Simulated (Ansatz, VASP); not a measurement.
BaS: VASP beside Ansatz

Contents of INCAR:

```
SYSTEM = BaS
PREC = Accurate
ENCUT = 500
EDIFF = 1E-6
ISMEAR = 0
SIGMA = 0.02
LREAL = .FALSE.
LASPH = .TRUE.
NELM = 120
ALGO = Normal
ISIF = 2
LWAVE = .FALSE.
LCHARG = .TRUE.
GGA = PS
LELF = .TRUE.
LVHAR = .TRUE.
NBANDS = 15
GGA_COMPAT = .FALSE.
```

The input KPOINTS:

```
Automatic mesh
0
G
  8 8 8
  0 0 0
```

Contents of POSCAR:

```
BaS
1.0
    0.0000000000      3.0171675625      3.0171675625
    3.0171675625      0.0000000000      3.0171675625
    3.0171675625      3.0171675625      0.0000000000
Ba S
1 1
Direct
    0.0000000000      0.0000000000      0.0000000000
    0.5000000000      0.5000000000      0.5000000000
```

Input for Ansatz:

```yaml
crystal:
  lattice:
    - [0.0, 3.0171675625, 3.0171675625]
    - [3.0171675625, 0.0, 3.0171675625]
    - [3.0171675625, 3.0171675625, 0.0]
  atoms:
    - { symbol: Ba, position: [0.0, 0.0, 0.0] }
    - { symbol: S, position: [0.5, 0.5, 0.5] }
basis:
  ecutwfc: 420
kpoints:
  mp_grid: { grid: [8, 8, 8] }
hamiltonian:
  xc: pbesol
scf:
  occupations: { method: gaussian, width: 0.02 }
output:
  forces: true
  stress: true
  eigenvalues: true
```

Alike in both runs: task single point; functional PBEsol; k mesh 8 × 8 × 8; occupations gaussian, width 0.02 eV; no spin polarisation.

```csv
,VASP,Ansatz
version,VASP 6.6.1,Ansatz 0.2.0
potentials or method,"VASP PAW PBE potentials, release 64 (Ba_sv, S), cutoff 500 eV","scalar-relativistic, plane waves, PAW"
valence electrons in the cell,16,16
```

Ansatz gave:

* gap on the k mesh at the Fermi level (eV): 1.68
* least direct gap on the mesh (eV): 1.68
* pressure (GPa): 9.3

**Question.** What did VASP give for the same quantities?

**Answer.** gap on the k mesh at the Fermi level (eV): 1.58; least direct gap on the mesh (eV): 1.58; pressure (GPa): 10.4.

VASP's potentials were made for PBE, not for PBEsol. With one functional, cell and mesh, what is left measures potentials, basis and numerics.

Spin-orbit coupling is off throughout.
